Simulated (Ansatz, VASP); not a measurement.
Tc in VASP and in Ansatz

File INCAR:

```
SYSTEM = Tc
PREC     = Accurate       ! precision mode
ENCUT    = 520            ! plane-wave cutoff, eV
EDIFF    = 1E-7           ! SCF threshold, eV
ISMEAR   = -1             ! smearing method
SIGMA    = 0.05           ! smearing width, eV
LREAL    = .FALSE.        ! projectors in reciprocal space
LASPH    = .TRUE.         ! aspherical terms in the spheres
NELM     = 100            ! most SCF steps
ALGO     = Normal         ! electronic algorithm
ISIF     = 2              ! what is computed and relaxed
LWAVE    = .FALSE.        ! write WAVECAR
LCHARG   = .FALSE.        ! write CHGCAR
GGA      = PE             ! functional
NBANDS   = 20             ! bands
```

File KPOINTS:

```
Automatic mesh
0
G
  6 6 4
  0 0 0
```

The input POSCAR:

```
Tc
1.0
    2.7400000000      0.0000000000      0.0000000000
   -1.3700000000      2.3729096064      0.0000000000
    0.0000000000      0.0000000000      4.3980000000
Tc
2
Direct
    0.6666666667      0.3333333333      0.7500000000
    0.3333333333      0.6666666667      0.2500000000
```

input.yaml

```yaml
crystal:
  lattice:
    - [2.74, 0.0, 0.0]
    - [-1.37, 2.3729096064, 0.0]
    - [0.0, 0.0, 4.398]
  atoms:
    - { symbol: Tc, position: [0.6666666667, 0.3333333333, 0.75] }
    - { symbol: Tc, position: [0.3333333333, 0.6666666667, 0.25] }
hamiltonian:
  xc: pbe
  pseudopotentials: { kind: paw }
kpoints:
  mp_grid: { grid: [6, 6, 4] }
  band_path:
    path:
      - [[0.0, 0.0, 0.0], [0.5, 0.0, 0.0], [0.3333333333, 0.3333333333, 0.0], [0.0, 0.0, 0.0], [0.0, 0.0, 0.5], [0.5, 0.0, 0.5], [0.3333333333, 0.3333333333, 0.5], [0.0, 0.0, 0.5]]
      - [[0.5, 0.0, 0.5], [0.5, 0.0, 0.0]]
      - [[0.3333333333, 0.3333333333, 0.0], [0.3333333333, 0.3333333333, 0.5]]
    npoints: 14
scf:
  occupations: { method: fermi_dirac, width: 0.05 }
  n_extra_bands: 6
output:
  forces: true
  stress: true
  eigenvalues: true
  fatbands: false
  write_density: true
  write_potential: true
  elf: true
  volumetric_format: npy
```

Alike in both runs: functional PBE; k mesh 6 × 6 × 4; occupations fermi-dirac, width 0.05 eV; no spin polarisation.

|  | VASP | Ansatz |
| --- | --- | --- |
| version | VASP 6.6.1 | Ansatz 0.2.0 |
| potentials or method | VASP PAW PBE potentials, release 64 (Tc_pv) | Ansatz PAW earlier set |
| plane-wave cutoff (eV) | 520 | 500 |
| valence electrons in the cell | 26 | 30 |
| task | single point | band structure |

|  | VASP | Ansatz | Ansatz less VASP |
| --- | --- | --- | --- |
| gap on the k mesh at the Fermi level (eV) | none | none | - |
| pressure (GPa) | 3.0 | 3.7 | +0.67 |
| traceless stress, the component that is largest in VASP (GPa) | -0.85 | -0.85 | +0.004 |

A gap of «none» marks a metal or a gap that the smearing closes. VASP's potentials hold 26 valence electrons a cell and Ansatz's 30, so a difference there can come from the potentials and not from the codes.

The k mesh is coarse, so the values compare programs but aren't converged.
